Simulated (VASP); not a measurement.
# TiAl (Pm-3m) in VASP: settings compared, part 2 of 2

VASP 6.6.1.

## Step 4: Single point, B3LYP

This run uses another cell than the first one, of 16.30 Å³/atom, 1.015 times its volume.

Input file POSCAR:

```
TiAl
1.0
    3.1944320236      0.0000000000      0.0000000000
    0.0000000000      3.1944320236      0.0000000000
    0.0000000000      0.0000000000      3.1944320236
Ti Al
1 1
Direct
    0.0000000000      0.0000000000      0.0000000000
    0.5000000000      0.5000000000      0.5000000000
```

Input file INCAR.step1:

```
SYSTEM = TiAl
PREC = Accurate
ENCUT = 520
EDIFF = 1E-5
ISMEAR = -1
SIGMA = 0.05
LREAL = .FALSE.
LASPH = .TRUE.
NELM = 80
ALGO = Normal
ISIF = 2
LWAVE = .TRUE.
LCHARG = .FALSE.
GGA = PE
NBANDS = 14
```

Input file INCAR.step2:

```
SYSTEM = TiAl
PREC = Accurate
ENCUT = 520
EDIFF = 1E-6
ISMEAR = -1
SIGMA = 0.05
LREAL = .FALSE.
LASPH = .TRUE.
NELM = 80
ALGO = Normal
ISIF = 2
LWAVE = .FALSE.
LCHARG = .FALSE.
GGA = B3
LHFCALC = .TRUE.
AEXX = 0.2
AGGAX = 0.72
AGGAC = 0.81
ALDAC = 0.19
PRECFOCK = Normal
ISTART = 1
NBANDS = 14
```

Input file KPOINTS:

```
regular mesh
0
G
  4 4 4
  0 0 0
```

Potentials or basis: VASP PAW PBE potentials, release 64 (Ti_sv, Al).

The run is started by

```
cat potpaw_PBE.64/Ti_sv/POTCAR potpaw_PBE.64/Al/POTCAR > POTCAR
cp INCAR.step1 INCAR
mpirun -np 1 vasp_std > vasp.out
cp INCAR.step2 INCAR
mpirun -np 1 vasp_std > vasp.out
```

OUTCAR:

```text
SYSTEM = TiAl
   PREC = Accurate
   ENCUT = 520
   EDIFF = 1E-6
   ISMEAR = -1
   LREAL = .FALSE.
   LASPH = .TRUE.
   NELM = 80
   ISIF = 2
   GGA = B3
   LHFCALC = .TRUE.
   AEXX = 0.2
   PRECFOCK = Normal
   ISTART = 1

 ion  position               nearest neighbor table
   1  0.000  0.000  0.000-   2 2.77   2 2.77   2 2.77   2 2.77   2 2.77   2 2.77   2 2.77   2 2.77

   2  0.500  0.500  0.500-   1 2.77   1 2.77   1 2.77   1 2.77   1 2.77   1 2.77   1 2.77   1 2.77

  LATTYP: Found a simple cubic cell.
 ALAT       =     3.1944320236

  Lattice vectors:

 A1 = (   3.1944320236,   0.0000000000,   0.0000000000)
 A2 = (   0.0000000000,   3.1944320236,   0.0000000000)
 A3 = (   0.0000000000,   0.0000000000,   3.1944320236)

Analysis of symmetry for initial positions (statically):
=====================================================================
 Subroutine PRICEL returns:
 Original cell was already a primitive cell.

 Routine SETGRP: Setting up the symmetry group for a
 simple cubic supercell.

 Subroutine GETGRP returns: Found 48 space group operations
 (whereof 48 operations were pure point group operations)
 out of a pool of 48 trial point group operations.

The static configuration has the point symmetry O_h .

Analysis of symmetry for dynamics (positions and initial velocities):
=====================================================================
 Subroutine PRICEL returns:
 Original cell was already a primitive cell.

 Routine SETGRP: Setting up the symmetry group for a
 simple cubic supercell.

 Subroutine GETGRP returns: Found 48 space group operations
 (whereof 48 operations were pure point group operations)
 out of a pool of 48 trial point group operations.

The dynamic configuration has the point symmetry O_h .

 Subroutine INISYM returns: Found 48 space group operations
 (whereof 48 operations are pure point group operations),
 and found     1 'primitive' translations

----------------------------------------------------------------------------------------

                                     Primitive cell

  volume of cell :      32.5972

  direct lattice vectors                    reciprocal lattice vectors
     3.194432024  0.000000000  0.000000000     0.313044695  0.000000000  0.000000000
     0.000000000  3.194432024  0.000000000     0.000000000  0.313044695  0.000000000
     0.000000000  0.000000000  3.194432024     0.000000000  0.000000000  0.313044695

  length of vectors
     3.194432024  3.194432024  3.194432024     0.313044695  0.313044695  0.313044695

  position of ions in fractional coordinates (direct lattice)
     0.000000000  0.000000000  0.000000000
     0.500000000  0.500000000  0.500000000

  ion indices of the primitive-cell ions
   primitive index   ion index
                 1           1
                 2           2

----------------------------------------------------------------------------------------

 KPOINTS: regular mesh

Automatic generation of k-mesh.
 Grid dimensions read from file:
 generate k-points for:    4    4    4

 Generating k-lattice:

[... 34 lines left out ...]
   NGX,Y,Z   is equivalent  to a cutoff of  12.49, 12.49, 12.49 a.u.
   NGXF,Y,Z  is equivalent  to a cutoff of  24.98, 24.98, 24.98 a.u.
 SYSTEM =  TiAl
   PREC   = accura    normal or accurate (medium, high low for compatibility)
   ISTART =      1    job   : 0-new  1-cont  2-samecut
   ICHARG =      0    charge: 1-file 2-atom 10-const
   ISPIN  =      1    spin polarized calculation?
   LNONCOLLINEAR =      F non collinear calculations
   LSORBIT =      F    spin-orbit coupling
   LASPH  =      T    aspherical Exc in radial PAW
   ENCUT  =  520.0 eV  38.22 Ry    6.18 a.u.   5.94  5.94  5.94*2*pi/ulx,y,z
   NELM   =     80;   NELMIN=  2; NELMDL=  0     # of ELM steps
   EDIFF  = 0.1E-05   stopping-criterion for ELM
   LREAL  =      F    real-space projection
   EDIFFG = 0.1E-04   stopping-criterion for IOM
   NSW    =      0    number of steps for IOM
   IBRION =     -1    ionic relax: 0-MD 1-quasi-New 2-CG
   NFREE  =      0    steps in history (QN), initial steepest desc. (CG)
   ISIF   =      2    stress and relaxation
   ISYM   =      3    0-nonsym 1-usesym 2-fastsym
   POTIM  = 0.5000    time-step for ionic-motion
   TEBEG  =    0.0;   TEEND  =   0.0 temperature during run
   PSTRESS=    0.0 pullay stress
   NELECT =      15.0000    total number of electrons
   NUPDOWN=      -1.0000    fix difference up-down
   EMIN   =  10.00;   EMAX   =-10.00  energy-range for DOS
   EFERMI =   0.00;   METHOD = LEGACY
   ISMEAR =    -1;   SIGMA  =   0.05  broadening in eV -4-tet -1-fermi 0-gaus
   EFERMI_NEDOS =   21; number of points for ismear=-14 and -15
   IALGO  =     38    algorithm
   IMIX   =      1    mixing-type and parameters
     AMIX     =   0.40;   BMIX     =  1.00
     AMIX_MAG =   1.60;   BMIX_MAG =  1.00
  volume/ion in A,a.u.               =      16.30       109.99
  Fermi-wavevector in a.u.,A,eV,Ry     =   1.263897  2.388419 21.734423  1.597435
  Thomas-Fermi vector in A             =   2.397230
   LORBIT       =      0    0 simple, 1 ext, 2 COOP (PROOUT), +10 PAW based schemes
   GGA     = B3    functional components
   LHFCALC =     T    Hartree Fock is set to
   PRECFOCK=normal    Normal, Fast or Accurate (Low or Medium for compatibility)
   ENCUT4O =  -1.0   cutoff for four orbital integrals eV
   NKREDX  =     1    reduce k-point grid by
   NKREDY  =     1    reduce k-point grid by
   NKREDZ  =     1    reduce k-point grid by
   AEXX    =    0.2000 exact exchange contribution
   HFSCREEN=    0.0000 screening length (either q_TF or 0.3 A-1)
   HFSCREENC=   0.0000 screening length for correlation (either q_TF or 0.3 A-1)
   ENCUTFOCK=  -1.0 apply spherical cutoff to Coloumb kernel
   IVDW    =     0    specifies the selected vdW correction
   LEPSILON=     F    determine dielectric tensor
   LRPA    =     F    only Hartree local field effects (RPA)
 non-spin polarized calculation
  energy-cutoff  :      520.00
  volume of cell :       32.60
 maximum number of plane-waves:       912
 NGX is ok and might be reduce to    24
  NGX = 18; NGY = 18; NGZ = 18

 number of electron      14.9999995 magnetization

 Free energy of the ion-electron system (eV)
  ---------------------------------------------------
  ext. energy  EPLUGINS =         0.00000000
  ---------------------------------------------------
  free energy    TOTEN  =       -12.90581221 eV

  energy without entropy =      -12.89468902  energy(sigma->0) =      -12.90025062

 E-fermi :   8.9807     XC(G=0):  -8.8450

 val. band max:        8.5395006647   @ k =   0.2500   0.2500   0.2500
 cond. band min:       9.0372317845   @ k =   0.5000   0.2500   0.2500
 fundamental gap:      0.4977311198
 Fermi energy:         8.9807293241

 k-point     1 :       0.0000    0.0000    0.0000
  band No.  band energies     occupation
      1     -52.3218      2.00000
      2     -27.3431      2.00000
      3     -27.3431      2.00000
      4     -27.3431      2.00000
      5      -1.7337      2.00000
      6       6.6858      2.00000
      7       6.6858      2.00000
      8      11.4379      0.00000
      9      11.4379      0.00000
     10      11.4379      0.00000
     11      13.9625      0.00000
     12      13.9625      0.00000
     13      13.9625      0.00000
     14      18.6310      0.00000
[... 139 lines left out ...]
      1     -52.2753      2.00000
      2     -27.4789      2.00000
      3     -27.4789      2.00000
      4     -27.4789      2.00000
      5       5.1470      2.00000
      6       5.1470      2.00000
      7       5.1470      2.00000
      8       9.8360      0.00000
      9      12.0350      0.00000
     10      12.0350      0.00000
     11      12.3831      0.00000
     12      12.3831      0.00000
     13      12.3831      0.00000
     14      16.3030      0.00000

------------------------ aborting loop because EDIFF is reached ----------------------------------------

  FORCE on cell =-STRESS in cart. coord.  units (eV):
  Direction    XX          YY          ZZ          XY          YZ          ZX
  --------------------------------------------------------------------------------------
  -------------------------------------------------------------------------------------
  Total       -0.0081888     -0.0081888     -0.0081888     -0.0000000     -0.0000000      0.0000000
  in kB       -0.4024830     -0.4024830     -0.4024830     -0.0000000     -0.0000000      0.0000000
  external PRESSURE =      -0.4024830 kB  Pullay stress =       0.0000000 kB

 VOLUME and BASIS-vectors are now :
 -----------------------------------------------------------------------------
  energy-cutoff  :      520.00
  volume of cell :       32.60
      direct lattice vectors                 reciprocal lattice vectors
     3.194432024  0.000000000  0.000000000     0.313044695  0.000000000  0.000000000
     0.000000000  3.194432024  0.000000000     0.000000000  0.313044695  0.000000000
     0.000000000  0.000000000  3.194432024     0.000000000  0.000000000  0.313044695

 POSITION                                       TOTAL-FORCE (eV/Angst)
 -----------------------------------------------------------------------------------
      0.00000      0.00000      0.00000         0.000000      0.000000      0.000000
      1.59722      1.59722      1.59722         0.000000      0.000000      0.000000
 -----------------------------------------------------------------------------------
    total drift:                               -0.000000     -0.000000     -0.000000

  FREE ENERGIE OF THE ION-ELECTRON SYSTEM (eV)
  ---------------------------------------------------
  free  energy   TOTEN  =       -12.9058122116 eV

  energy  without entropy=      -12.8946890225  energy(sigma->0) =      -12.90025062
```

Wall time 3.8 min (1 thread of Intel Xeon 6975P-C (Granite Rapids), shared host); peak memory 0.15 GiB.

What came out:

- Free energy: -12.9058 eV
- Pressure: 0.0 GPa

Caveat: the k points lie up to 0.49 Å⁻¹ apart; the PAW data sets were made with another functional, which shifts forces and pressure a little.

## Step 5: Summary

```tsv
level	cell	gap on the mesh (eV)	pressure (GPa)
r2SCAN50	a = 3.179 Å, 2 atoms	none	-3.7
HF	a = 3.179 Å, 2 atoms	none	5.5
B3LYP	a = 3.194 Å, 2 atoms	none	0.0
```

Alike in all rows: task single point; potentials or basis VASP PAW PBE potentials, release 64 (Ti_sv, Al); no spin polarisation; k mesh 4 × 4 × 4; cutoff (eV) 520; smearing fermi-dirac 0.05 eV.

Caveats: all runs use coarse meshes; the PAW data sets were made with another functional, which shifts forces and pressure a little.

Total energies depend on the potentials used, so only differences within one code and one set of settings carry meaning.
